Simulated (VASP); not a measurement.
Input of a VASP 6.6.1 run:

POSCAR

```
Bi
1.0
   -1.9546511608      1.9546511608      1.9546511608
    1.9546511608     -1.9546511608      1.9546511608
    1.9546511608      1.9546511608     -1.9546511608
Bi
1
Direct
    0.0000000000      0.0000000000      0.0000000000
```

The input INCAR.step1:

```
PREC = Accurate
ENCUT = 520
EDIFF = 1E-5
ISMEAR = -1
SIGMA = 0.05
LREAL = False
LASPH = True
NELM = 80
ALGO = Normal
ISIF = 2
LWAVE = True
NBANDS = 14
GGA = PE
```

The input INCAR.step2:

```
PREC = Accurate
ENCUT = 520
EDIFF = 1E-7
ISMEAR = -1
SIGMA = 0.05
LREAL = False
LASPH = True
NELM = 80
ALGO = Normal
ISIF = 2
LWAVE = False
LCHARG = True
GGA = PE
LHFCALC = True
HFSCREEN = 0.2079
PRECFOCK = Normal
LELF = True
LVHAR = True
NBANDS = 14
ISTART = 1
```

Contents of KPOINTS:

```
Automatic mesh
0
Gamma
  6 6 6
```

Potentials or basis: VASP PAW PBE potentials, release 64 (Bi_d).

Run with:

```sh
$ cat potpaw_PBE.64/Bi_d/POTCAR > POTCAR
$ cp INCAR.step1 INCAR
$ mpirun -np 1 vasp_std > vasp.out
$ cp INCAR.step2 INCAR
$ mpirun -np 1 vasp_std > vasp.out
```

(1) Predict the pressure.

Answers

(1) 1.8 GPa.

Caveat: the k points lie up to 0.38 Å⁻¹ apart; the PAW data sets were made with another functional, which shifts forces and pressure a little.
